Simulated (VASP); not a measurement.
## La: single point with PBEsol

La:

```xyz
1
Lattice="-1.8036 1.8036 1.8036 1.8036 -1.8036 1.8036 1.8036 1.8036 -1.8036" Properties=species:S:1:pos:R:3 pbc="T T T"
La    0.0000    0.0000    0.0000
```

This isn't the form of La at room conditions, which is double hcp.

```json
{"Program": "VASP 6.6.1", "Task": "single point", "Functional": "PBEsol", "Potentials or basis": "VASP PAW PBE potentials, release 64 (La)", "Cutoff": "520 eV", "k mesh": "9 × 9 × 9", "Occupations": "fermi-dirac, width 0.05 eV", "Spin": "no spin polarisation", "Dipole correction": "no", "Further INCAR settings": "ALGO = Fast; EDIFF = 1e-06; NBANDS = 12"}
```

```yaml
Pressure: 20.3 GPa
Band_gap_on_the_k_mesh: zero (an odd number of electrons rules out a gap without spin polarisation)
```

Levels at points of the mesh, in eV from the Fermi level:
| k point | band 1 | band 2 | band 3 | band 4 | band 5 | band 6 | band 7 | band 8 | band 9 | band 10 |
| --- | --- | --- | --- | --- | --- | --- | --- | --- | --- | --- |
| (0.00, 0.00, 0.00) | -32.74 | -13.75 | -13.75 | -13.75 | -1.72 | 1.97 | 1.97 | 1.97 | 2.06 | 2.06 |

Run time: 38 s on 1 thread of Intel Xeon 8259CL (shared host), peak memory 0.15 GiB.

Caveat: the cell stands under pressure; the PAW data sets were made with another functional, which shifts forces and pressure a little; spin-orbit coupling is left out, which moves the levels of the heavy elements.
